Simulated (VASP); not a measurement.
Set up this calculation in VASP 6.6.1, as the native input.

```
Task                   : single point
Functional             : PBE
Potentials or basis    : VASP PAW PBE potentials, release 64 (Al, H)
Cutoff                 : 520 eV
k mesh                 : 6 × 6 × 1
Occupations            : gaussian, width 0.1 eV
Spin                   : no spin polarisation
Dipole correction      : yes
Further INCAR settings : ALGO = Normal; EDIFF = 1e-06; NBANDS = 32
```

The structure of Al6H lies in POSCAR:

```
Al6H
1.0
    5.7143028096      0.0000000000      0.0000000000
   -2.8571514048      4.9487313980      0.0000000000
    0.0000000000      0.0000000000     22.6016424636
Al H
12 2
Direct
    0.3333333333      0.1666666667      0.1769782885
    0.3333333333      0.6666666667      0.1769782885
    0.8333333333      0.1666666667      0.1769782885
    0.8333333333      0.6666666667      0.1769782885
    0.1666666667      0.3333333333      0.2787817904
    0.1666666667      0.8333333333      0.2787817904
    0.6666666667      0.3333333333      0.2787817904
    0.6666666667      0.8333333333      0.2787817904
    0.0000000000      0.0000000000      0.3805759903
    0.0000000000      0.5000000000      0.3805759903
    0.5000000000      0.0000000000      0.3805759903
    0.5000000000      0.5000000000      0.3805759903
    0.1565922228      0.3131844455      0.4004860478
    0.3434077772      0.6868155545      0.4004860478
```

These files were run (other wordings do the same):

INCAR

```
SYSTEM = Al6H
PREC = Accurate ; ENCUT = 520
EDIFF = 1E-6 ; ISMEAR = 0
SIGMA = 0.1 ; LREAL = .FALSE.
LASPH = .TRUE. ; NELM = 80
ALGO = Normal ; ISIF = 2
LWAVE = .FALSE. ; LCHARG = .TRUE.
LDIPOL = .TRUE. ; IDIPOL = 3
DIPOL = 0.5 0.5 0.296 ; GGA = PE
LELF = .TRUE. ; LVHAR = .TRUE.
LVACPOTAV = .TRUE. ; NBANDS = 32
```

KPOINTS

```
regular mesh
0
G
  6 6 1
  0 0 0
```

Potentials or basis: VASP PAW PBE potentials, release 64 (Al, H).

Command:

```sh
$ cat potpaw_PBE.64/Al/POTCAR potpaw_PBE.64/H/POTCAR > POTCAR
$ mpirun -np 1 vasp_std > vasp.out
```

Results of the run:

* Largest force: 1.697 eV/Å
* Band gap on the k mesh: zero (bands 19 and 20 overlap by 1.10 eV)

Run time: 6.5 min on 1 thread of Intel(R) Xeon(R) Platinum 8488C (Sapphire Rapids) (shared host), peak memory 0.7 GiB.
